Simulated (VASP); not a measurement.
Input of a VASP 6.6.1 run:

File INCAR:

```
SYSTEM = Nd2CdC2
PREC = Accurate
ENCUT = 600
EDIFF = 1E-7
ISMEAR = 0
SIGMA = 0.1
LREAL = .False.
LASPH = .True.
NELM = 200
ALGO = Normal
ISIF = 3
LWAVE = .False.
LCHARG = .False.
GGA = PE
IBRION = 2
NSW = 100
EDIFFG = -0.01
GGA_COMPAT = .False.
NELMIN = 4
LMAXMIX = 6
KPAR = 4
```

Contents of KPOINTS:

```
Automatic mesh
0
Gamma
  8 6 4
  0 0 0
```

The input POSCAR:

```
Nd2CdC2
1.0
    3.8367202012      0.0000000000      0.0000000000
    0.0000000000      6.9420399544      0.0000000000
   -1.4855040648      0.0000000000      7.4489450581
Nd Cd C
4 2 4
Direct
    0.7739195304      0.7992991228      0.0578103655
    0.1086064632      0.7020761343      0.5992624317
    0.8913935368      0.2020761343      0.4007375683
    0.2260804696      0.2992991228      0.9421896345
    0.3993303739      0.5448090667      0.2901607755
    0.6006696261      0.0448090667      0.7098392245
    0.6825779363      0.4147088829      0.6691905594
    0.3174220637      0.9147088829      0.3308094406
    0.3277682028      0.0391100150      0.1940153441
    0.6722317972      0.5391100150      0.8059846559
```

Potentials or basis: VASP PAW PBE potentials, release 64 (Nd_3, Cd, C), 4f in core.

Run with:

```console
$ cat potpaw_PBE.64/Nd_3/POTCAR potpaw_PBE.64/Cd/POTCAR potpaw_PBE.64/C/POTCAR > POTCAR
$ mpirun -np 4 vasp_std > vasp.out
```

Predict the space group after relaxing (to 0.1 Å).

P2_1 (No. 4).

Predict the relaxed cell.

a = 3.833 Å, b = 6.949 Å, c = 7.627 Å, α = 90.00°, β = 100.42°, γ = 90.00°.

What does it give for the band gap on the k mesh?

Zero (bands 42 and 43 overlap by 0.93 eV).

Estimate the relaxed volume.

19.98 Å³/atom.

The path:
```tsv
step	energy change (eV)	largest force (eV/Å)	pressure (GPa)	volume (Å³)
1	0.0000	0.1069	0.39	198.40
2	0.0032	0.3784	-0.55	199.78
3	-0.0009	0.0616	0.08	198.84
4	-0.0015	0.0235	-0.05	199.35
5	-0.0015	0.0238	-0.06	199.41
6	-0.0018	0.0201	-0.04	199.38
7	-0.0021	0.0271	0.00	199.31
8	-0.0021	0.0303	0.01	199.30
9	-0.0024	0.0267	0.05	199.32
10	-0.0025	0.0687	0.10	199.36
11	-0.0026	0.0566	0.08	199.39
12	-0.0027	0.0260	0.02	199.50
13	-0.0028	0.0232	0.00	199.55
14	-0.0028	0.0226	0.00	199.55
15	-0.0029	0.0208	-0.01	199.58
16	-0.0030	0.0178	-0.02	199.64
17	-0.0032	0.0153	-0.03	199.76
18	-0.0032	0.0256	-0.07	199.99
19	-0.0032	0.0200	-0.06	199.90
20	-0.0033	0.0138	-0.02	199.78
21	-0.0034	0.0203	0.01	199.72
22	-0.0034	0.0284	0.05	199.69
23	-0.0034	0.0186	0.04	199.70
24	-0.0034	0.0136	0.02	199.74
25	-0.0034	0.0077	0.00	199.80
```

Caveat: spin-orbit coupling is left out, which moves the levels of the heavy elements; the 4f electrons are frozen in the core, so they carry no moment and show no levels. Spin polarisation is off, so any magnetic state and its effect on volume and gap are missing.
